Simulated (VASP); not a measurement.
SiBN2, 8 atoms in the cell. Symmetry: P6_3/mmc, No. 194, hexagonal system. The conventional cell has a = 2.703 Å, b = 2.703 Å, c = 9.511 Å, α = 90.00°, β = 90.00°, γ = 120.00°. Si (site symmetry -3m) has 6 N at 1.90 Å within 2.5 Å. B (site symmetry -6m2) has 6 N at 2.03 Å and 6 B at 2.70 Å and 6 Si at 2.84 Å within 2.9 Å. N (site symmetry 3m) has 3 Si at 1.90 Å and 3 B at 2.03 Å and 10 N at 2.59 to 2.70 Å within 2.8 Å. The cell was generated, and may not be a known phase.

| Item | Value |
| --- | --- |
| Program | VASP 6.6.1 |
| Task | single point |
| Functional | PBE |
| Potentials or basis | VASP PAW PBE potentials, release 64 (Si, B, N) |
| Cutoff | 600 eV |
| k mesh | 5 × 5 × 2 |
| Occupations | gaussian, width 0.2 eV |
| Spin | no spin polarisation |
| Dipole correction | no |
| Further INCAR settings | ALGO = Normal; EDIFF = 1e-06; NBANDS = 27 |

Potentials or basis: VASP PAW PBE potentials, release 64 (Si, B, N).

The run is started by

```bash
$ cat potpaw_PBE.64/Si/POTCAR potpaw_PBE.64/B/POTCAR potpaw_PBE.64/N/POTCAR > POTCAR
$ mpirun -np 1 vasp_std > vasp.out
```

Hardware: 1 thread of Intel Xeon 8259CL (shared host).

**Question.** How long does it take, and how much memory?

**Answer.** Wall time 25 s on 1 thread of Intel Xeon 8259CL (shared host), peak memory 0.2 GiB. Counts: scf iterations 13, k points 10.
